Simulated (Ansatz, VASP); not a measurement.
**NaF in VASP and in Ansatz**

```
CELL_PARAMETERS angstrom
3.32309 0.00000 0.00000
-1.66155 2.87788 0.00000
0.00000 0.00000 8.13984
ATOMIC_POSITIONS crystal
Na 0.00000 0.00000 0.00000
Na 0.33333 0.66667 0.33333
Na 0.66667 0.33333 0.66667
F 0.66667 0.33333 0.16667
F 0.00000 0.00000 0.50000
F 0.33333 0.66667 0.83333
```

Alike in both runs: functional PBE; k mesh 9 × 9 × 4; occupations gaussian, width 0.02 eV; no spin polarisation.

Ansatz relaxed the structure, and its values are those at the end. VASP's run is a single point on that final structure, the one shown.

|  | VASP | Ansatz |
| --- | --- | --- |
| version | VASP 6.6.1 | Ansatz 0.2.0 |
| potentials or method | VASP PAW PBE potentials, release 64 (Na_pv, F), cutoff 520 eV | scalar-relativistic, plane waves, PAW |
| valence electrons in the cell | 42 | 48 |

|  | VASP | Ansatz | Ansatz less VASP |
| --- | --- | --- | --- |
| gap on the k mesh at the Fermi level (eV) | 6.08 | 6.09 | +0.015 |
| least direct gap on the mesh (eV) | 6.08 | 6.09 | +0.015 |
| pressure (GPa) | -0.1 | 0.0 | +0.15 |

With one functional, cell and mesh, what is left measures potentials, basis and numerics. VASP's potentials hold 42 valence electrons a cell and Ansatz's 48, so a difference there can come from the potentials and not from the codes.
